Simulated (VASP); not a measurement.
A run of VASP 6.6.1 is set up as follows.

File INCAR:

```
PREC = Accurate ; ENCUT = 600
EDIFF = 1E-7 ; ISMEAR = -1
SIGMA = 0.02 ; LREAL = F
LASPH = T ; NELM = 100
ALGO = Normal ; ISIF = 3
LWAVE = F ; LCHARG = F
GGA = CA ; IBRION = 2
NSW = 80 ; EDIFFG = -0.005
```

File KPOINTS:

```
regular mesh
0
Gamma
  6 6 6
```

POSCAR

```
CaSe
1.0
    0.0000000000      3.2946874855      3.2946874855
    3.2946874855      0.0000000000      3.2946874855
    3.2946874855      3.2946874855      0.0000000000
Ca Se
1 1
Direct
    0.0000000000      0.0000000000      0.0000000000
    0.2500000000      0.2500000000      0.2500000000
```

Potentials or basis: VASP PAW LDA potentials, release 64 (Ca_sv, Se).

Command:

```console
$ cat potpaw_LDA.64/Ca_sv/POTCAR potpaw_LDA.64/Se/POTCAR > POTCAR
$ mpirun -np 1 vasp_std > vasp.out
```

Problem. Predict the relaxed cell.

Solution. a = 4.546 Å, b = 4.546 Å, c = 4.546 Å, α = 60.00°, β = 60.00°, γ = 60.00°.

Problem. Predict the band gap on the k mesh.

Solution. 3.13 eV (least direct gap 3.26 eV).

Final structure:
```yaml
crystal:
  lattice:
    - [0.00000, 3.21444, 3.21444]
    - [3.21444, 0.00000, 3.21444]
    - [3.21444, 3.21444, 0.00000]
  atoms:
    - { symbol: Ca, position: [0.00000, 0.00000, 0.00000] }
    - { symbol: Se, position: [0.25000, 0.25000, 0.25000] }
```

A k mesh can miss the band edges.
